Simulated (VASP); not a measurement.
Here is a VASP 6.6.1 calculation.

The input INCAR:

```
  PREC = Accurate
  ENCUT = 520
  EDIFF = 1E-7
  ISMEAR = 0
  SIGMA = 0.1
  LREAL = F
  LASPH = T
  NELM = 100
  ALGO = Normal
  ISIF = 2
  LWAVE = F
  LCHARG = T
  GGA = PE
  LELF = T
  LVHAR = T
  NBANDS = 28
```

Contents of KPOINTS:

```
Automatic mesh
0
Gamma
  10 10 4
```

Contents of POSCAR:

```
Si6Ge
1.0
    2.6226268651     -2.5573223789      0.0343232118
    2.6226268651      2.5573223789      0.0343232118
   -0.1235732136      0.0000000000      9.4393173763
Si Ge
6 1
Direct
    0.7487986070      0.2512013930      0.0000000000
    0.2512013930      0.7487986070      0.0000000000
    0.5000077867      1.0000058812      0.7436461737
   -0.0000058812      0.4999922133      0.2563538263
    0.4999922133     -0.0000058812      0.2563538263
    1.0000058812      0.5000077867      0.7436461737
    0.5000000000      0.5000000000      0.5000000000
```

Potentials or basis: VASP PAW PBE potentials, release 64 (Si, Ge_d).

Run with:

```console
$ cat potpaw_PBE.64/Si/POTCAR potpaw_PBE.64/Ge_d/POTCAR > POTCAR
$ mpirun -np 1 vasp_std > vasp.out
```

Problem. Predict the band gap on the k mesh.

Solution. Zero (band 19 reaches 8.23 eV, above the bottom of band 20 at 4.59 eV).

Problem. What does it give for the pressure?

Solution. -6.8 GPa.

Forces on the atoms (eV/Å):
```
Si   0.000  0.009  0.000
Si   0.000 -0.009  0.000
Si   0.000  0.000  0.001
Si   0.000  0.000 -0.001
Si   0.000  0.000 -0.001
Si   0.000  0.000  0.001
Ge   0.000  0.000  0.000
```
